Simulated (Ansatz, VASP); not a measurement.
**Two plane-wave programs on SnO2**

```
Sn O
1.0
     4.80035    0.00000    0.00000
     0.00000    4.80035    0.00000
     0.00000    0.00000    3.22843
Sn O
2 4
Direct
  0.50000 0.50000 0.50000
  0.00000 0.00000 0.00000
  0.80710 0.19290 0.50000
  0.69290 0.69290 0.00000
  0.19290 0.80710 0.50000
  0.30710 0.30710 0.00000
```

Alike in both runs: task single point; functional revPBE; dispersion D3(BJ); k mesh 6 × 6 × 8; occupations fermi-dirac, width 0.05 eV; no spin polarisation.

|  | VASP | Ansatz |
| --- | --- | --- |
| version | VASP 6.6.1 | Ansatz 0.2.0 |
| potentials or method | VASP PAW PBE potentials, release 64 (Sn_d, O) | Ansatz PAW |
| plane-wave cutoff (eV) | 520 | 420 |
| valence electrons in the cell | 52 | 52 |

```csv
,VASP,Ansatz,Ansatz less VASP
gap on the k mesh at the Fermi level (eV),0.89,0.90,+0.011
least direct gap on the mesh (eV),0.89,0.90,+0.011
pressure (GPa),0.6,-0.1,-0.62
"traceless stress, the component that is largest in VASP (GPa)",0.65,0.45,-0.199
rms of the force components (eV/Å),0.082,0.074,-0.0084
```

VASP's potentials were made for PBE, not for revPBE. Atom by atom the forces differ by 0.008 eV/Å (rms over components).
